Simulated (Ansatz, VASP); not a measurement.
Be: VASP beside Ansatz

```xyz
2
Lattice="2.2995 0.0000 0.0000 -1.1498 2.1408 0.0000 0.0000 0.0000 3.6009" Properties=species:S:1:pos:R:3 pbc="T T T"
Be    0.0000    1.4272    0.9002
Be    1.1498    0.7136    2.7007
```

Change from the starting cell: strain +0.0750 x Voigt [0, 1, 0, 0, 0, 0], atoms carried along.

Alike in both runs: task single point; functional PBEsol; k mesh 24 × 24 × 14; occupations gaussian, width 0.15 eV; no spin polarisation.

|  | VASP | Ansatz |
| --- | --- | --- |
| version | VASP 6.6.1 | Ansatz 0.2.0 |
| potentials or method | VASP PAW PBE potentials, release 64 (Be), cutoff 520 eV | scalar-relativistic, plane waves, PAW |
| valence electrons in the cell | 4 | 4 |

|  | VASP | Ansatz | Ansatz less VASP |
| --- | --- | --- | --- |
| gap on the k mesh at the Fermi level (eV) | none | none | - |
| pressure (GPa) | -11.3 | -11.6 | -0.27 |
| traceless stress, the component that is largest in VASP (GPa) | -11.62 | -11.56 | +0.059 |
| rms of the force components (eV/Å) | 0.057 | 0.056 | -0.0009 |

VASP's potentials were made for PBE, not for PBEsol. Atom by atom the forces differ by 0.001 eV/Å (rms over components). A gap of «none» marks a metal or a gap that the smearing closes. With one functional, cell and mesh, what is left measures potentials, basis and numerics.
